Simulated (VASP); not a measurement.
# Ag in VASP: single point with PBE

Aim: the single point of Ag with PBE.

Program: VASP 6.6.1. These are calculated values, not measurements. Logs are shortened: lines on timing, memory, paths and dates and some standing lists are left out, and cuts for length are marked.

**1. The cell of the first run**

The cell holds a slab with vacuum, 3 atoms: a = 3.003 Å, b = 3.003 Å, c = 31.939 Å, α = 90.00°, β = 90.00°, γ = 120.00°.

**2. Single point, PBE**

Contents of INCAR:

```
SYSTEM = Ag
PREC = Accurate
ENCUT = 400
EDIFF = 1E-6
ISMEAR = 1
SIGMA = 0.1
LREAL = .False.
LASPH = .True.
NELM = 120
ALGO = Normal
ISIF = 2
LWAVE = .False.
LCHARG = .True.
LDIPOL = .True.
IDIPOL = 3
DIPOL = 0.5 0.5 0.606
GGA = PE
LELF = .True.
LVHAR = .True.
LVACPOTAV = .True.
NBANDS = 24
GGA_COMPAT = .False.
NELMDL = -8
```

Contents of KPOINTS:

```
regular mesh
0
Gamma
  15 15 1
  0 0 0
```

Contents of POSCAR:

```
Ag
1.0
    3.0028735933      0.0000000291      0.0000000000
   -1.5014368219      2.6005648016      0.0000000000
    0.0000000000      0.0000000000     31.9392651445
Ag
3
Direct
    1.0000000000      0.0000000000      0.5320962951
    0.6666666667      0.3333333333      0.6063441266
    0.3333333333      0.6666666667      0.6795855429
```

Potentials or basis: VASP PAW PBE potentials, release 64 (Ag).

The run is started by

```
$ cat potpaw_PBE.64/Ag/POTCAR > POTCAR
$ mpirun -np 1 vasp_std > vasp.out
```

OUTCAR:

```text
SYSTEM = Ag
   PREC = Accurate
   ENCUT = 400
   EDIFF = 1E-6
   ISMEAR = 1
   LREAL = .False.
   LASPH = .True.
   NELM = 120
   ISIF = 2
   GGA = PE
   NELMDL = -8

 ion  position               nearest neighbor table
   1  0.000  0.000  0.532-   2 2.94   2 2.94   2 2.94
   2  0.667  0.333  0.606-   3 2.91   3 2.91   3 2.91   1 2.94   1 2.94   1 2.94
   3  0.333  0.667  0.680-   2 2.91   2 2.91   2 2.91

  LATTYP: Found a hexagonal cell.
 ALAT       =     3.0028735933
 C/A-ratio  =    10.6362336449

  Lattice vectors:

 A1 = (   3.0028735933,   0.0000000291,   0.0000000000)
 A2 = (  -1.5014368219,   2.6005648016,   0.0000000000)
 A3 = (   0.0000000000,   0.0000000000,  31.9392651445)

Analysis of symmetry for initial positions (statically):
=====================================================================
 Subroutine PRICEL returns:
 Original cell was already a primitive cell.

 Routine SETGRP: Setting up the symmetry group for a
 hexagonal supercell.

 Subroutine GETGRP returns: Found  6 space group operations
 (whereof  6 operations were pure point group operations)
 out of a pool of 24 trial point group operations.

The static configuration has the point symmetry C_3v.

Analysis of symmetry for dynamics (positions and initial velocities):
=====================================================================
 Subroutine PRICEL returns:
 Original cell was already a primitive cell.

 Routine SETGRP: Setting up the symmetry group for a
 hexagonal supercell.

 Subroutine GETGRP returns: Found  6 space group operations
 (whereof  6 operations were pure point group operations)
 out of a pool of 24 trial point group operations.

The dynamic configuration has the point symmetry C_3v.

 Subroutine INISYM returns: Found  6 space group operations
 (whereof  6 operations are pure point group operations),
 and found     1 'primitive' translations

----------------------------------------------------------------------------------------

                                     Primitive cell

  volume of cell :     249.4191

  direct lattice vectors                    reciprocal lattice vectors
     3.002873593  0.000000029  0.000000000     0.333014349  0.192265928  0.000000000
    -1.501436822  2.600564802  0.000000000    -0.000000004  0.384531850  0.000000000
     0.000000000  0.000000000 31.939265144     0.000000000  0.000000000  0.031309424

  length of vectors
     3.002873593  3.002873593 31.939265144     0.384531850  0.384531850  0.031309424

  position of ions in fractional coordinates (direct lattice)
     0.000000000  0.000000000  0.532096295
     0.666666667  0.333333333  0.606344127
     0.333333333  0.666666667  0.679585543

  ion indices of the primitive-cell ions
   primitive index   ion index
                 1           1
                 2           2
                 3           3

----------------------------------------------------------------------------------------

 KPOINTS: regular mesh

Automatic generation of k-mesh.
 Grid dimensions read from file:
 generate k-points for:   15   15    1

 Generating k-lattice:

  Cartesian coordinates                     Fractional coordinates (reciprocal lattice)
     0.022200957  0.012817729  0.000000000     0.066666667  0.000000000  0.000000000
    -0.000000000  0.025635457  0.000000000     0.000000000  0.066666667  0.000000000
     0.000000000  0.000000000  0.031309424     0.000000000  0.000000000  1.000000000

  Length of vectors
     0.025635457  0.025635457  0.031309424

  Shift w.r.t. Gamma in fractional coordinates (k-lattice)
     0.000000000  0.000000000  0.000000000

 Subroutine IBZKPT returns following result:
 ===========================================

 Found     27 irreducible k-points:

 Following reciprocal coordinates:
            Coordinates               Weight
  0.000000  0.000000  0.000000      1.000000
  0.066667  0.000000  0.000000      6.000000
  0.133333  0.000000  0.000000      6.000000
  0.200000  0.000000  0.000000      6.000000
  0.266667  0.000000  0.000000      6.000000
  0.333333  0.000000  0.000000      6.000000
[... 16 lines left out ...]
  0.333333  0.200000  0.000000     12.000000
  0.400000  0.200000  0.000000      6.000000
 [... further k-points ...]
   k-points           NKPTS =     27   k-points in BZ     NKDIM =     27   number of bands    NBANDS=     24
   number of dos      NEDOS =    301   number of ions     NIONS =      3
   total plane-waves  NPLWV =  84000
   dimension x,y,z NGX =    20 NGY =   20 NGZ =  210
   dimension x,y,z NGXF=    40 NGYF=   40 NGZF=  420
   ions per type =               3
   NGX,Y,Z   is equivalent  to a cutoff of  11.07, 11.07, 10.93 a.u.
   NGXF,Y,Z  is equivalent  to a cutoff of  22.14, 22.14, 21.86 a.u.
 SYSTEM =  Ag
   PREC   = accura    normal or accurate (medium, high low for compatibility)
   ISTART =      0    job   : 0-new  1-cont  2-samecut
   ICHARG =      2    charge: 1-file 2-atom 10-const
   ISPIN  =      1    spin polarized calculation?
   LNONCOLLINEAR =      F non collinear calculations
   LSORBIT =      F    spin-orbit coupling
   LASPH  =      T    aspherical Exc in radial PAW
   ENCUT  =  400.0 eV  29.40 Ry    5.42 a.u.   4.90  4.90 52.08*2*pi/ulx,y,z
   NELM   =    120;   NELMIN=  2; NELMDL= -8     # of ELM steps
   EDIFF  = 0.1E-05   stopping-criterion for ELM
   LREAL  =      F    real-space projection
   EDIFFG = 0.1E-04   stopping-criterion for IOM
   NSW    =      0    number of steps for IOM
   IBRION =     -1    ionic relax: 0-MD 1-quasi-New 2-CG
   NFREE  =      0    steps in history (QN), initial steepest desc. (CG)
   ISIF   =      2    stress and relaxation
   ISYM   =      2    0-nonsym 1-usesym 2-fastsym
   POTIM  = 0.5000    time-step for ionic-motion
   TEBEG  =    0.0;   TEEND  =   0.0 temperature during run
   PSTRESS=    0.0 pullay stress
   NELECT =      33.0000    total number of electrons
   NUPDOWN=      -1.0000    fix difference up-down
   EMIN   =  10.00;   EMAX   =-10.00  energy-range for DOS
   EFERMI =   0.00;   METHOD = LEGACY
   ISMEAR =     1;   SIGMA  =   0.10  broadening in eV -4-tet -1-fermi 0-gaus
   EFERMI_NEDOS =   21; number of points for ismear=-14 and -15
   IALGO  =     38    algorithm
   IMIX   =      4    mixing-type and parameters
     AMIX     =   0.40;   BMIX     =  1.00
     AMIX_MAG =   1.60;   BMIX_MAG =  1.00
  volume/ion in A,a.u.               =      83.14       561.05
  Fermi-wavevector in a.u.,A,eV,Ry     =   0.834199  1.576407  9.468128  0.695888
  Thomas-Fermi vector in A             =   1.947550
   LORBIT       =      0    0 simple, 1 ext, 2 COOP (PROOUT), +10 PAW based schemes
   GGA     = PE    functional components
   LHFCALC =     F    Hartree Fock is set to
   AEXX    =    0.0000 exact exchange contribution
   IVDW    =     0    specifies the selected vdW correction
   LEPSILON=     F    determine dielectric tensor
   LRPA    =     F    only Hartree local field effects (RPA)
 non-spin polarized calculation
 Methfessel and Paxton  Order N= 1 SIGMA  =   0.10
  energy-cutoff  :      400.00
  volume of cell :      249.42
 maximum number of plane-waves:      4599
 NGX is ok and might be reduce to    20
   NGX =  9   NGY =  9   NGZ =105

 dipolmoment           0.000000      0.000000      0.001122 electrons x Angstroem

 number of electron      33.0000015 magnetization

 dipolmoment           0.000000      0.000000     -0.000478 electrons x Angstroem

 Free energy of the ion-electron system (eV)
  ---------------------------------------------------
  ext. energy  EPLUGINS =         0.00000000
  ---------------------------------------------------
  free energy    TOTEN  =        -7.40463174 eV

  energy without entropy =       -7.40500734  energy(sigma->0) =       -7.40475694

 E-fermi :  -1.6536     XC(G=0):  -3.1591

 val. band max:       -1.6772183978   @ k =   0.1333   0.1333   0.0000
 cond. band min:      -1.5902535143   @ k =   0.2667   0.2667   0.0000
 fundamental gap:      0.0869648835
 Fermi energy:        -1.6535826094

 k-point     1 :       0.0000    0.0000    0.0000
  band No.  band energies     occupation
      1      -8.5218      2.00000
      2      -7.6165      2.00000
      3      -7.4257      2.00000
      4      -6.4133      2.00000
      5      -6.4133      2.00000
      6      -6.2808      2.00000
[... 16 lines left out ...]
     23       3.2057      0.00000
     24       3.4943      0.00000

 k-point     2 :       0.0667    0.0000    0.0000
  band No.  band energies     occupation
      1      -8.4129      2.00000
      2      -7.5500      2.00000
      3      -7.3335      2.00000
      4      -6.4520      2.00000
      5      -6.3654      2.00000
      6      -6.3118      2.00000
[... 16 lines left out ...]
     23       3.3064      0.00000
     24       3.5871      0.00000

 k-point     3 :       0.1333    0.0000    0.0000
  band No.  band energies     occupation
      1      -8.1072      2.00000
      2      -7.3799      2.00000
      3      -7.0974      2.00000
      4      -6.5580      2.00000
      5      -6.4545      2.00000
      6      -6.3012      2.00000
[... 16 lines left out ...]
     23       3.6083      0.00000
     24       3.8664      0.00000
[... 514 lines left out ...]
 k-point    23 :       0.3333    0.2000    0.0000
  band No.  band energies     occupation
      1      -7.2756      2.00000
      2      -7.1396      2.00000
      3      -7.1124      2.00000
      4      -6.7632      2.00000
      5      -6.5554      2.00000
      6      -6.3694      2.00000
[... 16 lines left out ...]
     23       6.1931      0.00000
     24       6.5744      0.00000

 k-point    24 :       0.4000    0.2000    0.0000
  band No.  band energies     occupation
      1      -7.3007      2.00000
      2      -7.1598      2.00000
      3      -7.1159      2.00000
      4      -6.7945      2.00000
      5      -6.5806      2.00000
      6      -6.3301      2.00000
[... 16 lines left out ...]
     23       6.2898      0.00000
     24       6.8150      0.00000

 [... further k-points ...]

------------------------ aborting loop because EDIFF is reached ----------------------------------------

  FORCE on cell =-STRESS in cart. coord.  units (eV):
  Direction    XX          YY          ZZ          XY          YZ          ZX
  --------------------------------------------------------------------------------------
  -------------------------------------------------------------------------------------
  Total       -2.5213602     -2.5213602     -0.3235820      0.0000000     -0.0000000      0.0000000
  in kB      -16.1963004    -16.1963004     -2.0785727      0.0000000     -0.0000000      0.0000000
  external PRESSURE =     -11.4903912 kB  Pullay stress =       0.0000000 kB

 VOLUME and BASIS-vectors are now :
 -----------------------------------------------------------------------------
  energy-cutoff  :      400.00
  volume of cell :      249.42
      direct lattice vectors                 reciprocal lattice vectors
     3.002873593  0.000000029  0.000000000     0.333014349  0.192265928  0.000000000
    -1.501436822  2.600564802  0.000000000    -0.000000004  0.384531850  0.000000000
     0.000000000  0.000000000 31.939265144     0.000000000  0.000000000  0.031309424

 POSITION                                       TOTAL-FORCE (eV/Angst)
 -----------------------------------------------------------------------------------
      0.00000      0.00000     16.99476        -0.000000      0.000000      0.075591
      1.50144      0.86685     19.36619        -0.000000     -0.000000     -0.076290
     -0.00000      1.73371     21.70546         0.000000      0.000000      0.000699
 -----------------------------------------------------------------------------------
    total drift:                                0.000000      0.000000      0.000041

  FREE ENERGIE OF THE ION-ELECTRON SYSTEM (eV)
  ---------------------------------------------------
  free  energy   TOTEN  =        -7.4046317407 eV

  energy  without entropy=       -7.4050073389  energy(sigma->0) =       -7.40475694

 vacuum level on the upper side and lower side of the slab         2.673         2.684
```

Wall time 1.8 min (1 thread of Intel Xeon Platinum 8375C at 2.90GHz (Ice Lake), shared host); peak memory 0.3 GiB.

Results:

| Quantity | Value |
| --- | --- |
| Free energy | -7.4046 eV |
| Largest force | 0.076 eV/Å |
| Band gap on the k mesh | zero (an odd number of electrons rules out a gap without spin polarisation) |

Forces in eV/Å, atoms in the order of the input:
```
Ag   0.000  0.000  0.076
Ag   0.000  0.000 -0.076
Ag   0.000  0.000  0.001
```

Levels at points of the mesh, in eV from the Fermi level:
| k point | band 13 | band 14 | band 15 | band 16 | band 17 | band 18 | band 19 | band 20 | band 21 | band 22 |
| --- | --- | --- | --- | --- | --- | --- | --- | --- | --- | --- |
| (0.00, 0.00, 0.00) | -3.86 | -3.59 | -3.59 | -3.24 | -3.24 | -1.36 | 0.48 | 3.90 | 4.18 | 4.40 |

The gap in the log of VASP goes by the Fermi energy; the results here count the filled bands.